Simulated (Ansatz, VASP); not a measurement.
## YS in VASP and in Ansatz

```
CELL_PARAMETERS angstrom
0.00000 2.73447 2.73447
2.73447 0.00000 2.73447
2.73447 2.73447 0.00000
ATOMIC_POSITIONS crystal
Y 0.50000 0.50000 0.50000
S 0.00000 0.00000 0.00000
```

Change from the starting cell: volume scaled by 0.99.

Alike in both runs: task single point; functional LDA; k mesh 8 × 8 × 8; occupations fermi-dirac, width 0.01 eV; no spin polarisation.

|  | VASP | Ansatz |
| --- | --- | --- |
| version | VASP 6.6.1 | Ansatz 0.2.0 |
| potentials or method | VASP PAW LDA potentials, release 64 (Y_sv, S), cutoff 520 eV | all-electron LAPW, scalar-relativistic |

|  | VASP | Ansatz | Ansatz less VASP |
| --- | --- | --- | --- |
| pressure (GPa) | -2.8 | -2.8 | -0.04 |

LDA's correlation is that of Perdew and Zunger in VASP and of Perdew and Wang (1992) in Ansatz. Ansatz ran all-electron here, and VASP with PAW potentials.
